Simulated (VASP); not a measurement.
## CdF2: single point with LDA

CdF2:

```
Cd F
1.0
     0.00000    2.69400    2.69400
     2.69400    0.00000    2.69400
     2.69400    2.69400    0.00000
Cd F
1 2
Cartesian
  0.0000 0.0000 0.0000
  1.3470 1.3470 1.3470
  4.0410 4.0410 4.0410
```

```yaml
Program: VASP 6.6.1
Task: single point
Functional: LDA
Potentials_or_basis: VASP PAW LDA potentials, release 64 (Cd, F)
Cutoff: 520 eV
k_mesh: 9 × 9 × 9
Occupations: fermi-dirac, width 0.03 eV
Spin: no spin polarisation
Dipole_correction: no
Further_INCAR_settings: ALGO = Normal; EDIFF = 1e-07; NBANDS = 20
```

* Pressure: -4.7 GPa
* Band gap on the k mesh: 2.83 eV, indirect (least direct gap 3.28 eV)

Levels at points of the mesh, in eV from the valence-band top:
```
           k point  band 11  band 12  band 13  band 14  band 15  band 16
(0.00, 0.00, 0.00)    -0.45    -0.45    -0.45     2.83    12.34    12.34
```

Run time: 55 s on 1 thread of AMD EPYC 7R13 (shared host), peak memory 0.12 GiB.

A k mesh can miss the band edges.
